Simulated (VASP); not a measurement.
A run of VASP 6.6.1:

POSCAR

```
Y
1.0
    0.0000000000      2.5246882252      2.5246882252
    2.5246882252      0.0000000000      2.5246882252
    2.5246882252      2.5246882252      0.0000000000
Y
1
Direct
    0.0000000000      0.0000000000      0.0000000000
```

The input INCAR.step1:

```
PREC     = Accurate       # precision mode
ENCUT    = 520            # plane-wave cutoff, eV
ISMEAR   = 0              # smearing method
SIGMA    = 0.1            # smearing width, eV
LREAL    = F              # projectors in reciprocal space
LASPH    = T              # aspherical terms in the spheres
NELM     = 100            # most SCF steps
NBANDS   = 12             # bands
GGA      = PE             # functional
ALGO     = Normal         # electronic algorithm
EDIFF    = 1E-4           # SCF threshold, eV
LWAVE    = T              # write WAVECAR
LCHARG   = F              # write CHGCAR
```

INCAR.step2

```
PREC     = Accurate       # precision mode
ENCUT    = 520            # plane-wave cutoff, eV
EDIFF    = 1E-7           # SCF threshold, eV
ISMEAR   = 0              # smearing method
SIGMA    = 0.1            # smearing width, eV
LREAL    = F              # projectors in reciprocal space
LASPH    = T              # aspherical terms in the spheres
NELM     = 100            # most SCF steps
ALGO     = Normal         # electronic algorithm
ISIF     = 2              # what is computed and relaxed
LWAVE    = F              # write WAVECAR
LCHARG   = F              # write CHGCAR
METAGGA  = R2SCAN         # meta-GGA
LMIXTAU  = T            
NBANDS   = 12             # bands
ISTART   = 1
```

Contents of KPOINTS:

```
regular mesh
0
Gamma
  14 14 14
```

Potentials or basis: VASP PAW PBE potentials, release 64 (Y_sv).

The run is started by

```bash
$ cat potpaw_PBE.64/Y_sv/POTCAR > POTCAR
$ cp INCAR.step1 INCAR
$ mpirun -np 1 vasp_std > vasp.out
$ cp INCAR.step2 INCAR
$ mpirun -np 1 vasp_std > vasp.out
```

Hardware: 1 thread of Intel(R) Xeon(R) 6975P-C (Granite Rapids), with other jobs on the host.

Question: How long does it take, and how much memory?

Answer: Run time: 110 s on 1 thread of Intel(R) Xeon(R) 6975P-C (Granite Rapids) (shared host), peak memory 0.21 GiB. Counts: k points 104.
